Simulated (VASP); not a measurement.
# LiGeH3 (Pm-3m) in VASP: a series of runs, part 2 of 2

VASP 6.6.1. Earlier steps stand in the parts before.

## Step 4: Relaxation of cell and atoms, PBE

Input file INCAR:

```
PREC = Accurate
ENCUT = 600
EDIFF = 1E-6
ISMEAR = 0
SIGMA = 0.1
LREAL = False
LASPH = True
NELM = 100
ALGO = Normal
ISIF = 3
LWAVE = False
LCHARG = False
GGA = PE
IBRION = 2
NSW = 90
EDIFFG = -0.04
```

Input file KPOINTS:

```
regular mesh
0
Gamma
  6 6 6
```

Input file POSCAR:

```
LiGeH3
1.0
    3.2072046000      0.0000000000      0.0000000000
    0.0000000000      3.2072046000      0.0000000000
    0.0000000000      0.0000000000      3.2072046000
Li Ge H
1 1 3
Direct
    0.5000000000      0.5000000000      0.5000000000
    0.0000000000      0.0000000000      0.0000000000
    0.5000000000      0.0000000000      0.0000000000
    0.0000000000      0.5000000000      0.0000000000
    0.0000000000      0.0000000000      0.5000000000
```

Potentials or basis: VASP PAW PBE potentials, release 64 (Li_sv, Ge_d, H).

On the command line:

```console
> cat potpaw_PBE.64/Li_sv/POTCAR potpaw_PBE.64/Ge_d/POTCAR potpaw_PBE.64/H/POTCAR > POTCAR
> mpirun -np 1 vasp_std > vasp.out
```

OUTCAR:

```text
PREC = Accurate
   ENCUT = 600
   EDIFF = 1E-6
   ISMEAR = 0
   LREAL = False
   LASPH = True
   NELM = 100
   ISIF = 3
   GGA = PE
   IBRION = 2
   NSW = 90
   EDIFFG = -0.04

 ion  position               nearest neighbor table
   1  0.500  0.500  0.500-
   2  0.000  0.000  0.000-   3 1.60   4 1.60   5 1.60   5 1.60   4 1.60   3 1.60
   3  0.500  0.000  0.000-   2 1.60   2 1.60
   4  0.000  0.500  0.000-   2 1.60   2 1.60
   5  0.000  0.000  0.500-   2 1.60   2 1.60

  LATTYP: Found a simple cubic cell.
 ALAT       =     3.2072046000

  Lattice vectors:

 A1 = (   3.2072046000,   0.0000000000,   0.0000000000)
 A2 = (   0.0000000000,   3.2072046000,   0.0000000000)
 A3 = (   0.0000000000,   0.0000000000,   3.2072046000)

Analysis of symmetry for initial positions (statically):
=====================================================================
 Subroutine PRICEL returns:
 Original cell was already a primitive cell.

 Routine SETGRP: Setting up the symmetry group for a
 simple cubic supercell.

 Subroutine GETGRP returns: Found 48 space group operations
 (whereof 48 operations were pure point group operations)
 out of a pool of 48 trial point group operations.

The static configuration has the point symmetry O_h .

Analysis of symmetry for dynamics (positions and initial velocities):
=====================================================================
 Subroutine PRICEL returns:
 Original cell was already a primitive cell.

 Routine SETGRP: Setting up the symmetry group for a
 simple cubic supercell.

 Subroutine GETGRP returns: Found 48 space group operations
 (whereof 48 operations were pure point group operations)
 out of a pool of 48 trial point group operations.

The dynamic configuration has the point symmetry O_h .

 Subroutine INISYM returns: Found 48 space group operations
 (whereof 48 operations are pure point group operations),
 and found     1 'primitive' translations

----------------------------------------------------------------------------------------

                                     Primitive cell

  volume of cell :      32.9898
[... 83 lines left out ...]
   ICHARG =      2    charge: 1-file 2-atom 10-const
   ISPIN  =      1    spin polarized calculation?
   LNONCOLLINEAR =      F non collinear calculations
   LSORBIT =      F    spin-orbit coupling
   LASPH  =      T    aspherical Exc in radial PAW
   ENCUT  =  600.0 eV  44.10 Ry    6.64 a.u.   6.41  6.41  6.41*2*pi/ulx,y,z
   NELM   =    100;   NELMIN=  2; NELMDL= -5     # of ELM steps
   EDIFF  = 0.1E-05   stopping-criterion for ELM
   LREAL  =      F    real-space projection
   EDIFFG = -.4E-01   stopping-criterion for IOM
   NSW    =     90    number of steps for IOM
   IBRION =      2    ionic relax: 0-MD 1-quasi-New 2-CG
   NFREE  =      1    steps in history (QN), initial steepest desc. (CG)
   ISIF   =      3    stress and relaxation
   ISYM   =      2    0-nonsym 1-usesym 2-fastsym
   POTIM  = 0.5000    time-step for ionic-motion
   TEBEG  =    0.0;   TEEND  =   0.0 temperature during run
   PSTRESS=    0.0 pullay stress
   NELECT =      20.0000    total number of electrons
   NUPDOWN=      -1.0000    fix difference up-down
   EMIN   =  10.00;   EMAX   =-10.00  energy-range for DOS
   EFERMI =   0.00;   METHOD = LEGACY
   ISMEAR =     0;   SIGMA  =   0.10  broadening in eV -4-tet -1-fermi 0-gaus
   EFERMI_NEDOS =   21; number of points for ismear=-14 and -15
   IALGO  =     38    algorithm
   IMIX   =      4    mixing-type and parameters
     AMIX     =   0.40;   BMIX     =  1.00
     AMIX_MAG =   1.60;   BMIX_MAG =  1.00
  volume/ion in A,a.u.               =       6.60        44.53
  Fermi-wavevector in a.u.,A,eV,Ry     =   1.385558  2.618326 26.120084  1.919772
  Thomas-Fermi vector in A             =   2.509957
   LORBIT       =      0    0 simple, 1 ext, 2 COOP (PROOUT), +10 PAW based schemes
   GGA     = PE    functional components
   LHFCALC =     F    Hartree Fock is set to
   AEXX    =    0.0000 exact exchange contribution
   IVDW    =     0    specifies the selected vdW correction
   LEPSILON=     F    determine dielectric tensor
   LRPA    =     F    only Hartree local field effects (RPA)
 conjugate gradient relaxation of ions
 non-spin polarized calculation
 Gauss-broadening in eV      SIGMA  =   0.10
  energy-cutoff  :      600.00
  volume of cell :       32.99
 maximum number of plane-waves:      1141
 NGX is ok and might be reduce to    28
   NGX = 13   NGY = 13   NGZ = 13

--------------------------------------- Ionic step        1  -------------------------------------------

 number of electron      20.0000019 magnetization

 Free energy of the ion-electron system (eV)
  ---------------------------------------------------
  ext. energy  EPLUGINS =         0.00000000
  ---------------------------------------------------
  free energy    TOTEN  =       -12.72736565 eV

  energy without entropy =      -12.71287207  energy(sigma->0) =      -12.72011886

 E-fermi :   7.9483     XC(G=0): -10.8540

 val. band max:        7.7917902045   @ k =   0.5000   0.3333   0.3333
 cond. band min:       7.9594704776   @ k =   0.3333   0.0000   0.0000
 fundamental gap:      0.1676802730
 Fermi energy:         7.9483156467
[... 840 lines left out ...]
--------------------------------------- Ionic step        5  -------------------------------------------

 number of electron      20.0000019 magnetization

 Free energy of the ion-electron system (eV)
  ---------------------------------------------------
  ext. energy  EPLUGINS =         0.00000000
  ---------------------------------------------------
  free energy    TOTEN  =       -15.19612665 eV

  energy without entropy =      -15.19036997  energy(sigma->0) =      -15.19324831

 E-fermi :   3.2953     XC(G=0):  -8.5513

 val. band max:        3.2781102842   @ k =   0.1667   0.1667   0.0000
 cond. band min:       3.4564464050   @ k =   0.5000   0.5000   0.0000
 fundamental gap:      0.1783361209
 Fermi energy:         3.2952547506
[... 370 lines left out ...]
  FREE ENERGIE OF THE ION-ELECTRON SYSTEM (eV)
  ---------------------------------------------------
  free  energy   TOTEN  =       -15.1961266536 eV

  energy  without entropy=      -15.1903699670  energy(sigma->0) =      -15.19324831

 reached required accuracy - stopping structural energy minimisation
```

OSZICAR:

```text
N       E                     dE             d eps       ncg     rms          rms(c)
DAV:   1     0.107918854419E+03    0.10792E+03   -0.11431E+04   580   0.352E+03
DAV:   2    -0.158073165006E+00   -0.10808E+03   -0.10515E+03   572   0.540E+02
DAV:   3    -0.123063822172E+02   -0.12148E+02   -0.11910E+02   768   0.110E+02
[... 48 lines left out ...]
DAV:   5    -0.151961637527E+02    0.25957E-02   -0.82972E-03   734   0.182E+00    0.244E-01
DAV:   6    -0.151961264463E+02    0.37306E-04   -0.56533E-04   690   0.245E-01    0.237E-02
DAV:   7    -0.151961241115E+02    0.23348E-05   -0.35353E-05   716   0.731E-02    0.202E-02
DAV:   8    -0.151961265821E+02   -0.24706E-05   -0.69198E-06   680   0.300E-02    0.535E-03
DAV:   9    -0.151961266536E+02   -0.71460E-07   -0.91128E-07   498   0.144E-02
   5 F= -.15196127E+02 E0= -.15193248E+02  d E =-.246876E+01
```

Run time: 49 s. Hardware: 1 thread of Intel Xeon Platinum 8488C (Sapphire Rapids), shared host; peak memory 0.16 GiB.

Results:

- Free energy: -15.1961 eV
- Relaxed volume: 11.27 Å³/atom
- Relaxed cell: a = 3.834 Å, b = 3.834 Å, c = 3.834 Å, α = 90.00°, β = 90.00°, γ = 90.00°
- Space group after relaxing (to 0.05 Å): Pm-3m (No. 221)
- Energy gained by relaxing: 493.8 meV/atom
- Ionic steps: 5
- Pressure after relaxing: -0.5 GPa
- Band gap on the k mesh: zero (band 10 reaches 3.91 eV, above the bottom of band 11 at 2.89 eV)

The path:
| step | energy change (eV) | largest force (eV/Å) | pressure (GPa) | volume (Å³) |
| --- | --- | --- | --- | --- |
| 1 | 0.0000 | 0.0000 | 51.53 | 32.99 |
| 2 | -2.0577 | 0.0000 | 13.31 | 44.19 |
| 3 | -2.4143 | 0.0000 | 4.11 | 51.03 |
| 4 | -2.2452 | 0.0000 | -5.59 | 66.75 |
| 5 | -2.4688 | 0.0000 | -0.48 | 56.37 |

Final structure:
```yaml
crystal:
  lattice:
    - [3.83419, 0.00000, 0.00000]
    - [0.00000, 3.83419, 0.00000]
    - [0.00000, 0.00000, 3.83419]
  atoms:
    - { symbol: Li, position: [0.50000, 0.50000, 0.50000] }
    - { symbol: Ge, position: [0.00000, 0.00000, 0.00000] }
    - { symbol: H, position: [0.50000, 0.00000, 0.00000] }
    - { symbol: H, position: [0.00000, 0.50000, 0.00000] }
    - { symbol: H, position: [0.00000, 0.00000, 0.50000] }
```

Caveat: the cutoff is under 1.25 times the usual one of these potentials, so pressure, stress and relaxed cells hold a basis-set (Pulay) error; the volume moved by over 15 % at a fixed basis, so the end points are rough.

## Step 5: Single point, PBE

This run uses another cell than the first one, of 11.29 Å³/atom, 1.710 times its volume.

Input file INCAR:

```
ALGO = Normal
EDIFF = 1E-6
ENCUT = 520
GGA = PE
ISIF = 2
ISMEAR = 0
LASPH = T
LCHARG = F
LREAL = F
LWAVE = F
NBANDS = 18
NELM = 80
PREC = Accurate
SIGMA = 0.1
```

Input file KPOINTS:

```
k-points
0
Gamma
  10 10 10
```

POSCAR: that of step 4 with these lines changed.

```diff
@@ -2,5 +2,5 @@
 1.0
-    3.2072046000      0.0000000000      0.0000000000
-    0.0000000000      3.2072046000      0.0000000000
-    0.0000000000      0.0000000000      3.2072046000
+    3.8355403908      0.0000000000      0.0000000000
+    0.0000000000      3.8355403908      0.0000000000
+    0.0000000000      0.0000000000      3.8355403908
 Li Ge H
```

Potentials or basis: VASP PAW PBE potentials, release 64 (Li_sv, Ge_d, H).

On the command line:

```console
> cat potpaw_PBE.64/Li_sv/POTCAR potpaw_PBE.64/Ge_d/POTCAR potpaw_PBE.64/H/POTCAR > POTCAR
> mpirun -np 1 vasp_std > vasp.out
```

OUTCAR:

```text
EDIFF = 1E-6
   ENCUT = 520
   GGA = PE
   ISIF = 2
   ISMEAR = 0
   LASPH = T
   LREAL = F
   NELM = 80
   PREC = Accurate

 ion  position               nearest neighbor table
   1  0.500  0.500  0.500-
   2  0.000  0.000  0.000-
   3  0.500  0.000  0.000-
   4  0.000  0.500  0.000-
   5  0.000  0.000  0.500-

  LATTYP: Found a simple cubic cell.
[... 703 lines left out ...]

  FORCE on cell =-STRESS in cart. coord.  units (eV):
  Direction    XX          YY          ZZ          XY          YZ          ZX
  --------------------------------------------------------------------------------------
  -------------------------------------------------------------------------------------
  Total       -0.0463695     -0.0463695     -0.0463695     -0.0000000     -0.0000000      0.0000000
  in kB       -1.3166294     -1.3166294     -1.3166294     -0.0000000     -0.0000000      0.0000000
  external PRESSURE =      -1.3166294 kB  Pullay stress =       0.0000000 kB

 VOLUME and BASIS-vectors are now :
 -----------------------------------------------------------------------------
  energy-cutoff  :      520.00
  volume of cell :       56.43
      direct lattice vectors                 reciprocal lattice vectors
     3.835540391  0.000000000  0.000000000     0.260719455  0.000000000  0.000000000
     0.000000000  3.835540391  0.000000000     0.000000000  0.260719455  0.000000000
     0.000000000  0.000000000  3.835540391     0.000000000  0.000000000  0.260719455

 POSITION                                       TOTAL-FORCE (eV/Angst)
 -----------------------------------------------------------------------------------
      1.91777      1.91777      1.91777         0.000000      0.000000      0.000000
      0.00000      0.00000      0.00000         0.000000      0.000000      0.000000
      1.91777      0.00000      0.00000         0.000000      0.000000      0.000000
      0.00000      1.91777      0.00000         0.000000      0.000000      0.000000
      0.00000      0.00000      1.91777         0.000000      0.000000      0.000000
 -----------------------------------------------------------------------------------
    total drift:                                0.000000      0.000000      0.000000

  FREE ENERGIE OF THE ION-ELECTRON SYSTEM (eV)
  ---------------------------------------------------
  free  energy   TOTEN  =       -15.3746192331 eV

  energy  without entropy=      -15.3703315333  energy(sigma->0) =      -15.37247538
```

It took 51 s on 1 thread of Intel Xeon Platinum 8488C (Sapphire Rapids), shared host; peak memory 0.2 GiB.

What came out:

```yaml
Free_energy: -15.3746 eV
Band_gap_on_the_k_mesh: zero (band 10 reaches 3.91 eV, above the bottom of band 11 at 2.89 eV)
```

Levels at points of the mesh, in eV from the Fermi level:
```csv
k point,band 8,band 9,band 10,band 11,band 12,band 13
"(0.00, 0.00, 0.00)",-2.81,-2.81,-0.36,-0.36,-0.36,1.58
"(0.50, 0.00, 0.00)",-7.14,-2.49,0.65,0.65,1.27,3.45
"(0.50, 0.50, 0.00)",-6.66,-6.66,0.18,0.33,1.39,4.41
"(0.50, 0.50, 0.50)",-6.10,-6.10,-6.10,0.76,0.76,0.76
```

Caveat: the cutoff is under 1.25 times the usual one of these potentials, so pressure, stress and relaxed cells hold a basis-set (Pulay) error.

## Step 6: Relaxation of cell and atoms, PBE

This run uses another cell than the first one, of 11.30 Å³/atom, 1.713 times its volume.

Input file INCAR:

```
SYSTEM = LiGeH3
PREC = Accurate
ENCUT = 600
EDIFF = 1E-6
ISMEAR = 0
SIGMA = 0.1
LREAL = .FALSE.
LASPH = .TRUE.
NELM = 60
ALGO = Normal
ISIF = 3
LWAVE = .FALSE.
LCHARG = .FALSE.
GGA = PE
IBRION = 2
NSW = 100
EDIFFG = -0.01
```

Input file KPOINTS:

```
regular mesh
0
G
  10 10 10
  0 0 0
```

POSCAR: that of step 5 with these lines changed.

```diff
@@ -2,5 +2,5 @@
 1.0
-    3.8355403908      0.0000000000      0.0000000000
-    0.0000000000      3.8355403908      0.0000000000
-    0.0000000000      0.0000000000      3.8355403908
+    3.8371730445      0.0000000000      0.0000000000
+    0.0000000000      3.8371730445      0.0000000000
+    0.0000000000      0.0000000000      3.8371730445
 Li Ge H
```

Potentials or basis: VASP PAW PBE potentials, release 64 (Li_sv, Ge_d, H).

On the command line:

```console
> cat potpaw_PBE.64/Li_sv/POTCAR potpaw_PBE.64/Ge_d/POTCAR potpaw_PBE.64/H/POTCAR > POTCAR
> mpirun -np 1 vasp_std > vasp.out
```

OUTCAR:

```text
SYSTEM = LiGeH3
   PREC = Accurate
   ENCUT = 600
   EDIFF = 1E-6
   ISMEAR = 0
   LREAL = .FALSE.
   LASPH = .TRUE.
   NELM = 60
   ISIF = 3
   GGA = PE
   IBRION = 2
   NSW = 100
   EDIFFG = -0.01

 ion  position               nearest neighbor table
   1  0.500  0.500  0.500-
   2  0.000  0.000  0.000-
   3  0.500  0.000  0.000-
   4  0.000  0.500  0.000-
   5  0.000  0.000  0.500-

  LATTYP: Found a simple cubic cell.
 ALAT       =     3.8371730445

  Lattice vectors:

 A1 = (   3.8371730445,   0.0000000000,   0.0000000000)
 A2 = (   0.0000000000,   3.8371730445,   0.0000000000)
 A3 = (   0.0000000000,   0.0000000000,   3.8371730445)

Analysis of symmetry for initial positions (statically):
=====================================================================
 Subroutine PRICEL returns:
 Original cell was already a primitive cell.

 Routine SETGRP: Setting up the symmetry group for a
 simple cubic supercell.
[... 191 lines left out ...]
      8       0.4403      2.00000
      9       0.4403      2.00000
     10       2.8810      2.00000
     11       2.8810      2.00000
     12       2.8810      2.00000
     13       4.8206      0.00000
     14      11.1901      0.00000
[... 377 lines left out ...]
      1     -45.6796      2.00000
      2     -21.6285      2.00000
      3     -21.6180      2.00000
      4     -21.5965      2.00000
      5     -21.5965      2.00000
      6     -21.5949      2.00000
      7      -7.8732      2.00000
      8      -2.6111      2.00000
      9      -0.1643      2.00000
     10       1.9689      2.00000
     11       4.5714      0.00000
     12       5.6177      0.00000
     13       7.1548      0.00000
     14       8.1058      0.00000

 [... further k-points ...]

------------------------ aborting loop because EDIFF is reached ----------------------------------------

  FORCE on cell =-STRESS in cart. coord.  units (eV):
  Direction    XX          YY          ZZ          XY          YZ          ZX
  --------------------------------------------------------------------------------------
  -------------------------------------------------------------------------------------
  Total       -0.0436747     -0.0436747     -0.0436747      0.0000000      0.0000000      0.0000000
  in kB       -1.2385294     -1.2385294     -1.2385294      0.0000000      0.0000000      0.0000000
  external PRESSURE =      -1.2385294 kB  Pullay stress =       0.0000000 kB

 VOLUME and BASIS-vectors are now :
 -----------------------------------------------------------------------------
  energy-cutoff  :      600.00
  volume of cell :       56.50
      direct lattice vectors                 reciprocal lattice vectors
     3.837173045  0.000000000  0.000000000     0.260608523  0.000000000  0.000000000
     0.000000000  3.837173045  0.000000000     0.000000000  0.260608523  0.000000000
     0.000000000  0.000000000  3.837173045     0.000000000  0.000000000  0.260608523

 POSITION                                       TOTAL-FORCE (eV/Angst)
 -----------------------------------------------------------------------------------
      1.91859      1.91859      1.91859         0.000000      0.000000      0.000000
      0.00000      0.00000      0.00000         0.000000      0.000000      0.000000
      1.91859      0.00000      0.00000         0.000000      0.000000      0.000000
      0.00000      1.91859      0.00000         0.000000      0.000000      0.000000
      0.00000      0.00000      1.91859         0.000000      0.000000      0.000000
 -----------------------------------------------------------------------------------
    total drift:                                0.000000      0.000000      0.000000

  FREE ENERGIE OF THE ION-ELECTRON SYSTEM (eV)
  ---------------------------------------------------
  free  energy   TOTEN  =       -15.3750592220 eV

  energy  without entropy=      -15.3707600562  energy(sigma->0) =      -15.37290964

 reached required accuracy - stopping structural energy minimisation
```

Run time: 35 s. Hardware: 1 thread of Intel Xeon Platinum 8488C (Sapphire Rapids), shared host; peak memory 0.21 GiB.

What came out:

| Quantity | Value |
| --- | --- |
| Free energy | -15.3751 eV |
| Pressure after relaxing | -0.1 GPa |
| Band gap on the k mesh | zero (band 10 reaches 3.90 eV, above the bottom of band 11 at 2.88 eV) |

Final structure:
```cif
data_structure
_symmetry_space_group_name_H-M 'P 1'
_symmetry_Int_Tables_number 1
_cell_length_a 3.8372
_cell_length_b 3.8372
_cell_length_c 3.8372
_cell_angle_alpha 90.000
_cell_angle_beta 90.000
_cell_angle_gamma 90.000
_cell_volume 56.50
loop_
_atom_site_label
_atom_site_type_symbol
_atom_site_fract_x
_atom_site_fract_y
_atom_site_fract_z
_atom_site_occupancy
Li1 Li 0.50000 0.50000 0.50000 1
Ge1 Ge 0.00000 0.00000 0.00000 1
H1 H 0.50000 0.00000 0.00000 1
H2 H 0.00000 0.50000 0.00000 1
H3 H 0.00000 0.00000 0.50000 1
```

Caveat: the cutoff is under 1.25 times the usual one of these potentials, so pressure, stress and relaxed cells hold a basis-set (Pulay) error; the relaxation stopped at its first step, so nothing moved.

## Step 7: Summary

```csv
task,cell,k mesh,cutoff (eV),gap on the mesh (eV),pressure (GPa)
single point,"a = 3.207 Å, 5 atoms",6 × 6 × 6,520,none,-
single point,"a = 3.837 Å, 5 atoms",6 × 6 × 6,520,none,-
relaxation of cell and atoms,"relaxed from a = 3.207 Å, 5 atoms",6 × 6 × 6,600,none,-0.5
single point,"a = 3.836 Å, 5 atoms",10 × 10 × 10,520,none,-
relaxation of cell and atoms,"relaxed from a = 3.837 Å, 5 atoms",10 × 10 × 10,600,none,-0.1
```

Alike in all rows: level PBE; potentials or basis VASP PAW PBE potentials, release 64 (Li_sv, Ge_d, H); no spin polarisation; smearing gaussian 0.1 eV.

Caveats: the cutoff is under 1.25 times the usual one of these potentials, so pressure, stress and relaxed cells hold a basis-set (Pulay) error; the volume moved by over 15 % at a fixed basis, so the end points are rough (some runs); the relaxation stopped at its first step, so nothing moved (some runs).

Absolute energies hang on the potentials; compare differences alone.
